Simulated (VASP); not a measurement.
ZrBTe, 6 atoms in the cell. It takes space group P4/nmm (No. 129, tetragonal). The conventional cell has a = 3.530 Å, b = 3.530 Å, c = 9.146 Å, α = 90.00°, β = 90.00°, γ = 90.00°. Within 3.3 Å of B (site symmetry -4m2) lie 4 B at 2.50 Å and 4 Zr at 2.75 Å. Zr (site symmetry 4mm) has 4 B at 2.75 Å and 4 Te at 2.77 Å and 4 Zr at 3.53 Å within 3.6 Å. Te (site symmetry 4mm) has 4 Zr at 2.77 Å and 8 Te at 3.53 to 3.58 Å within 3.6 Å. 

```yaml
Program: VASP 6.6.1
Task: single point
Functional: PBE
Potentials_or_basis: VASP PAW PBE potentials, release 64 (B, Zr_sv, Te)
Cutoff: 520 eV
k_mesh: 5 × 5 × 2
Occupations: methfessel-paxton, width 0.0102 eV
Spin: no spin polarisation
Dipole_correction: no
Further_INCAR_settings: ALGO = Normal; EDIFF = 1e-06; NBANDS = 30
```

Potentials or basis: VASP PAW PBE potentials, release 64 (B, Zr_sv, Te).

Command:

```bash
$ cat potpaw_PBE.64/B/POTCAR potpaw_PBE.64/Zr_sv/POTCAR potpaw_PBE.64/Te/POTCAR > POTCAR
$ mpirun -np 1 vasp_std > vasp.out
```

Hardware: 1 thread of AMD EPYC 7R13 (shared host).

Question: How long does it take, and how much memory?

Answer: It took 97 s on 1 thread of AMD EPYC 7R13, with other jobs on the host, peak memory 0.21 GiB. Counts: scf iterations 19, k points 12.
